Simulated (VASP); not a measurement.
# ZnS (P1) in VASP: single point with r2SCAN

Aim: the single point of ZnS with r2SCAN.

Program: VASP 6.6.1. These are calculated values, not measurements. Logs are shortened: lines on timing, memory, paths and dates and some standing lists are left out, and cuts for length are marked.

**1. The cell of the first run**

The typed cell holds 8 atoms: a = 3.807 Å, b = 3.807 Å, c = 12.584 Å, α = 86.53°, β = 83.05°, γ = 60.00°.

**2. Single point, r2SCAN (the part above a cut slid along it)**

File POSCAR:

```
ZnS
1.0
   -3.8067217473      0.0000000000      0.0000000000
   -1.9033608736     -3.2967177383      0.0000000000
   -1.5226886989      0.0000000000     12.4914703042
Zn S
4 4
Direct
   -0.0292442809      0.3333333333      0.9064440355
    0.1707557191      0.3333333333      0.4064440355
    0.6040890525      0.6666666667      0.1564440355
    0.4040890525      0.6666666667      0.6564440355
    0.2959109475      0.3333333333      0.0935559645
    0.0959109475      0.3333333333      0.5935559645
    0.5292442809      0.6666666667      0.3435559645
    0.3292442809      0.6666666667      0.8435559645
```

File INCAR.step1:

```
SYSTEM = ZnS
ALGO     = Normal         ! electronic algorithm
EDIFF    = 1E-4           ! SCF threshold, eV
ENCUT    = 520            ! plane-wave cutoff, eV
GGA      = PE             ! functional
ISMEAR   = 0              ! smearing method
LASPH    = .TRUE.         ! aspherical terms in the spheres
LCHARG   = .FALSE.        ! write CHGCAR
LREAL    = .FALSE.        ! projectors in reciprocal space
LWAVE    = .TRUE.         ! write WAVECAR
NBANDS   = 46             ! bands
NELM     = 100            ! most SCF steps
PREC     = Accurate       ! precision mode
SIGMA    = 0.05           ! smearing width, eV
```

File INCAR.step2:

```
SYSTEM = ZnS
ALGO     = Normal         ! electronic algorithm
EDIFF    = 1E-6           ! SCF threshold, eV
ENCUT    = 520            ! plane-wave cutoff, eV
ISIF     = 2              ! what is computed and relaxed
ISMEAR   = 0              ! smearing method
ISTART   = 1            
LASPH    = .TRUE.         ! aspherical terms in the spheres
LCHARG   = .FALSE.        ! write CHGCAR
LMIXTAU  = .TRUE.       
LREAL    = .FALSE.        ! projectors in reciprocal space
LWAVE    = .FALSE.        ! write WAVECAR
METAGGA  = R2SCAN         ! meta-GGA
NBANDS   = 46             ! bands
NELM     = 100            ! most SCF steps
PREC     = Accurate       ! precision mode
SIGMA    = 0.05           ! smearing width, eV
```

File KPOINTS:

```
k-points
0
G
  7 7 2
  0 0 0
```

Potentials or basis: VASP PAW PBE potentials, release 64 (Zn, S).

On the command line:

```sh
cat potpaw_PBE.64/Zn/POTCAR potpaw_PBE.64/S/POTCAR > POTCAR
cp INCAR.step1 INCAR
mpirun -np 1 vasp_std > vasp.out
cp INCAR.step2 INCAR
mpirun -np 1 vasp_std > vasp.out
```

OUTCAR:

```text
SYSTEM = ZnS
   EDIFF = 1E-6
   ENCUT = 520
   ISIF = 2
   ISMEAR = 0
   ISTART = 1
   LASPH = .TRUE.
   LREAL = .FALSE.
   METAGGA = R2SCAN
   NELM = 100
   PREC = Accurate

 ion  position               nearest neighbor table
   1  0.971  0.333  0.906-   8 2.33   8 2.33   8 2.33   5 2.79
   2  0.171  0.333  0.406-   7 2.33   7 2.33   7 2.33   6 2.34
   3  0.604  0.667  0.156-   5 2.33   5 2.33   5 2.33   7 2.34
   4  0.404  0.667  0.656-   6 2.33   6 2.33   6 2.33   8 2.34
   5  0.296  0.333  0.094-   3 2.33   3 2.33   3 2.33   1 2.79
   6  0.096  0.333  0.594-   4 2.33   4 2.33   4 2.33   2 2.34
   7  0.529  0.667  0.344-   2 2.33   2 2.33   2 2.33   3 2.34
   8  0.329  0.667  0.844-   1 2.33   1 2.33   1 2.33   4 2.34

  LATTYP: Found a base centered monoclinic cell.
 ALAT       =     3.8067217473
 B/A-ratio  =     1.7320508076
 C/A-ratio  =     3.3057143347
 COS(beta)  =    -0.1210025911

  Lattice vectors:

 A1 = (   1.9033608737,  -3.2967177383,   0.0000000000)
 A2 = (   1.9033608736,   3.2967177383,   0.0000000000)
 A3 = (  -1.5226886989,   0.0000000000,  12.4914703042)

Analysis of symmetry for initial positions (statically):
=====================================================================
 Subroutine PRICEL returns:
 Original cell was already a primitive cell.

 Routine SETGRP: Setting up the symmetry group for a
 base centered monoclinic supercell.

 Subroutine GETGRP returns: Found  1 space group operations
 (whereof  1 operations were pure point group operations)
 out of a pool of  4 trial point group operations.

The static configuration has the point symmetry C_1 .

Analysis of symmetry for dynamics (positions and initial velocities):
=====================================================================
 Subroutine PRICEL returns:
 Original cell was already a primitive cell.

 Routine SETGRP: Setting up the symmetry group for a
 base centered monoclinic supercell.

 Subroutine GETGRP returns: Found  1 space group operations
 (whereof  1 operations were pure point group operations)
 out of a pool of  4 trial point group operations.

The dynamic configuration has the point symmetry C_1 .

 Subroutine INISYM returns: Found  1 space group operations
 (whereof  1 operations are pure point group operations),
 and found     1 'primitive' translations

----------------------------------------------------------------------------------------

                                     Primitive cell

  volume of cell :     156.7640

  direct lattice vectors                    reciprocal lattice vectors
    -3.806721747  0.000000000  0.000000000    -0.262693222  0.151666002 -0.032021851
    -1.903360874 -3.296717738  0.000000000     0.000000000 -0.303332005  0.000000000
    -1.522688699  0.000000000 12.491470304     0.000000000  0.000000000  0.080054627

  length of vectors
     3.806721747  3.806721747 12.583934648     0.305017547  0.303332005  0.080054627

  position of ions in fractional coordinates (direct lattice)
     0.970755719  0.333333333  0.906444036
     0.170755719  0.333333333  0.406444036
     0.604089053  0.666666667  0.156444036
     0.404089052  0.666666667  0.656444036
     0.295910947  0.333333333  0.093555964
     0.095910948  0.333333333  0.593555964
     0.529244281  0.666666667  0.343555964
     0.329244281  0.666666667  0.843555964

  ion indices of the primitive-cell ions
   primitive index   ion index
                 1           1
                 2           2
                 3           3
                 4           4
                 5           5
                 6           6
                 7           7
                 8           8

----------------------------------------------------------------------------------------

 KPOINTS: k-points

Automatic generation of k-mesh.
 Grid dimensions read from file:
 generate k-points for:    7    7    2

 Generating k-lattice:

  Cartesian coordinates                     Fractional coordinates (reciprocal lattice)
    -0.037527603  0.021666572 -0.004574550     0.142857143  0.000000000  0.000000000
     0.000000000 -0.043333144  0.000000000     0.000000000  0.142857143  0.000000000
     0.000000000  0.000000000  0.040027314     0.000000000  0.000000000  0.500000000

  Length of vectors
     0.043573935  0.043333144  0.040027314

  Shift w.r.t. Gamma in fractional coordinates (k-lattice)
     0.000000000  0.000000000  0.000000000

 Subroutine IBZKPT returns following result:
 ===========================================

 Found     50 irreducible k-points:

 Following reciprocal coordinates:
            Coordinates               Weight
  0.000000  0.000000  0.000000      1.000000
  0.142857 -0.000000 -0.000000      2.000000
 -0.142857 -0.142857  0.000000      2.000000
  0.285714  0.000000  0.000000      2.000000
 -0.285714 -0.285714 -0.000000      2.000000
  0.428571 -0.000000  0.000000      2.000000
[... 16 lines left out ...]
  0.142857  0.428571 -0.000000      2.000000
  0.000000  0.428571  0.000000      2.000000
 [... further k-points ...]
   k-points           NKPTS =     50   k-points in BZ     NKDIM =     50   number of bands    NBANDS=     46
   number of dos      NEDOS =    301   number of ions     NIONS =      8
   total plane-waves  NPLWV =  75264
   dimension x,y,z NGX =    28 NGY =   28 NGZ =   96
   dimension x,y,z NGXF=    56 NGYF=   56 NGZF=  192
   ions per type =               4   4
   NGX,Y,Z   is equivalent  to a cutoff of  12.23, 12.23, 12.68 a.u.
   NGXF,Y,Z  is equivalent  to a cutoff of  24.46, 24.46, 25.37 a.u.
 SYSTEM =  ZnS
   PREC   = accura    normal or accurate (medium, high low for compatibility)
   ISTART =      1    job   : 0-new  1-cont  2-samecut
   ICHARG =      0    charge: 1-file 2-atom 10-const
   ISPIN  =      1    spin polarized calculation?
   LNONCOLLINEAR =      F non collinear calculations
   LSORBIT =      F    spin-orbit coupling
   LASPH  =      T    aspherical Exc in radial PAW
   ENCUT  =  520.0 eV  38.22 Ry    6.18 a.u.   7.08  7.08 23.40*2*pi/ulx,y,z
   NELM   =    100;   NELMIN=  2; NELMDL=  0     # of ELM steps
   EDIFF  = 0.1E-05   stopping-criterion for ELM
   LREAL  =      F    real-space projection
   EDIFFG = 0.1E-04   stopping-criterion for IOM
   NSW    =      0    number of steps for IOM
   IBRION =     -1    ionic relax: 0-MD 1-quasi-New 2-CG
   NFREE  =      0    steps in history (QN), initial steepest desc. (CG)
   ISIF   =      2    stress and relaxation
   ISYM   =      2    0-nonsym 1-usesym 2-fastsym
   POTIM  = 0.5000    time-step for ionic-motion
   TEBEG  =    0.0;   TEEND  =   0.0 temperature during run
   PSTRESS=    0.0 pullay stress
   NELECT =      72.0000    total number of electrons
   NUPDOWN=      -1.0000    fix difference up-down
   EMIN   =  10.00;   EMAX   =-10.00  energy-range for DOS
   EFERMI =   0.00;   METHOD = LEGACY
   ISMEAR =     0;   SIGMA  =   0.05  broadening in eV -4-tet -1-fermi 0-gaus
   EFERMI_NEDOS =   21; number of points for ismear=-14 and -15
   IALGO  =     38    algorithm
   IMIX   =      4    mixing-type and parameters
     AMIX     =   0.40;   BMIX     =  1.00
     AMIX_MAG =   1.60;   BMIX_MAG =  1.00
  volume/ion in A,a.u.               =      19.60       132.24
  Fermi-wavevector in a.u.,A,eV,Ry     =   1.263097  2.386908 21.706940  1.595415
  Thomas-Fermi vector in A             =   2.396472
   LORBIT       =      0    0 simple, 1 ext, 2 COOP (PROOUT), +10 PAW based schemes
   METAGGA = R2SCAN    functional components
   LHFCALC =     F    Hartree Fock is set to
   AEXX    =    0.0000 exact exchange contribution
   IVDW    =     0    specifies the selected vdW correction
   LEPSILON=     F    determine dielectric tensor
   LRPA    =     F    only Hartree local field effects (RPA)
 non-spin polarized calculation
 Gauss-broadening in eV      SIGMA  =   0.05
  energy-cutoff  :      520.00
  volume of cell :      156.76
 maximum number of plane-waves:      4248
   NGX = 15   NGY = 15   NGZ = 47

 number of electron      71.9999974 magnetization

 Free energy of the ion-electron system (eV)
  ---------------------------------------------------
  ext. energy  EPLUGINS =         0.00000000
  ---------------------------------------------------
  free energy    TOTEN  =       -74.77273175 eV

  energy without entropy =      -74.77273175  energy(sigma->0) =      -74.77273175

 E-fermi :   2.3143     XC(G=0): -10.3333

 val. band max:        2.1106886159   @ k =   0.0000   0.0000   0.0000
 cond. band min:       4.2795228613   @ k =   0.0000   0.0000   0.0000
 fundamental gap:      2.1688342453
 Fermi energy:         2.3142898531

 k-point     1 :       0.0000    0.0000    0.0000
  band No.  band energies     occupation
      1     -11.9164      2.00000
      2     -11.4450      2.00000
      3     -11.1877      2.00000
      4     -10.6504      2.00000
      5      -4.9739      2.00000
      6      -4.9592      2.00000
[... 38 lines left out ...]
     45       8.9968      0.00000
     46       9.1409      0.00000

 k-point     2 :       0.1429   -0.0000   -0.0000
  band No.  band energies     occupation
      1     -11.7835      2.00000
      2     -11.3325      2.00000
      3     -11.0670      2.00000
      4     -10.5579      2.00000
      5      -4.9597      2.00000
      6      -4.9410      2.00000
[... 38 lines left out ...]
     45       9.2756      0.00000
     46       9.3283      0.00000

 k-point     3 :      -0.1429   -0.1429    0.0000
  band No.  band energies     occupation
      1     -11.7823      2.00000
      2     -11.3342      2.00000
      3     -11.0649      2.00000
      4     -10.5602      2.00000
      5      -4.9692      2.00000
      6      -4.9286      2.00000
[... 38 lines left out ...]
     45       9.0584      0.00000
     46       9.3225      0.00000

 k-point     4 :       0.2857    0.0000    0.0000
  band No.  band energies     occupation
      1     -11.4532      2.00000
      2     -11.0550      2.00000
      3     -10.7834      2.00000
      4     -10.3372      2.00000
      5      -4.9424      2.00000
      6      -4.8717      2.00000
[... 920 lines left out ...]
     45       9.3465      0.00000
     46       9.6939      0.00000

 k-point    23 :       0.1429    0.4286   -0.0000
  band No.  band energies     occupation
      1     -11.2173      2.00000
      2     -10.8634      2.00000
      3     -10.6028      2.00000
      4     -10.2126      2.00000
      5      -4.8720      2.00000
      6      -4.8134      2.00000
[... 38 lines left out ...]
     45       9.4864      0.00000
     46       9.5737      0.00000

 k-point    24 :       0.0000    0.4286    0.0000
  band No.  band energies     occupation
      1     -11.1413      2.00000
      2     -10.8009      2.00000
      3     -10.5488      2.00000
      4     -10.1730      2.00000
      5      -4.8939      2.00000
      6      -4.8121      2.00000
[... 38 lines left out ...]
     45       9.7962      0.00000
     46      10.0790      0.00000

 [... further k-points ...]

------------------------ aborting loop because EDIFF is reached ----------------------------------------

  FORCE on cell =-STRESS in cart. coord.  units (eV):
  Direction    XX          YY          ZZ          XY          YZ          ZX
  --------------------------------------------------------------------------------------
  -------------------------------------------------------------------------------------
  Total       -1.8453529     -0.1316083      0.4029891      0.4286988      0.8675373      1.4940789
  in kB      -18.8600806     -1.3450782      4.1186741      4.3814348      8.8665009     15.2699517
  external PRESSURE =      -5.3621616 kB  Pullay stress =       0.0000000 kB

 VOLUME and BASIS-vectors are now :
 -----------------------------------------------------------------------------
  energy-cutoff  :      520.00
  volume of cell :      156.76
      direct lattice vectors                 reciprocal lattice vectors
    -3.806721747  0.000000000  0.000000000    -0.262693222  0.151666002 -0.032021851
    -1.903360874 -3.296717738  0.000000000     0.000000000 -0.303332005  0.000000000
    -1.522688699  0.000000000 12.491470304     0.000000000  0.000000000  0.080054627

 POSITION                                       TOTAL-FORCE (eV/Angst)
 -----------------------------------------------------------------------------------
     -5.71008     -1.09891     11.32282        -0.325632      0.075545      0.170435
     -1.90336     -1.09891      5.07708        -0.008141     -0.013488     -0.168241
     -3.80672     -2.19781      1.95422        -0.037503     -0.173218      0.085135
     -3.80672     -2.19781      8.19995        -0.011428     -0.031854     -0.167591
     -1.90336     -1.09891      1.16865         0.521406      0.373655     -0.336412
     -1.90336     -1.09891      7.41439        -0.002411     -0.016731      0.145959
     -3.80672     -2.19781      4.29152         0.027000      0.027590      0.194425
     -3.80672     -2.19781     10.53725        -0.163289     -0.241499      0.076288
 -----------------------------------------------------------------------------------
    total drift:                               -0.008950      0.000706     -0.025259

  FREE ENERGIE OF THE ION-ELECTRON SYSTEM (eV)
  ---------------------------------------------------
  free  energy   TOTEN  =       -74.7727317465 eV

  energy  without entropy=      -74.7727317465  energy(sigma->0) =      -74.77273175
```

It took 10 min on 1 thread of Intel Xeon 6975P-C (Granite Rapids), shared host; peak memory 0.44 GiB.

What came out:

```yaml
Free_energy: -74.7727 eV
Pressure: -0.5 GPa
Largest_force: 0.724 eV/Å
Band_gap_on_the_k_mesh: 2.17 eV
```

Forces on the atoms (eV/Å):
```
Zn  -0.326  0.076  0.170
Zn  -0.008 -0.013 -0.168
Zn  -0.038 -0.173  0.085
Zn  -0.011 -0.032 -0.168
S    0.521  0.374 -0.336
S   -0.002 -0.017  0.146
S    0.027  0.028  0.194
S   -0.163 -0.241  0.076
```

Caveat: the cell differs from its parent crystal (the part above a cut slid along it); the PAW data sets were made with another functional, which shifts forces and pressure a little. A k mesh can miss the band edges.
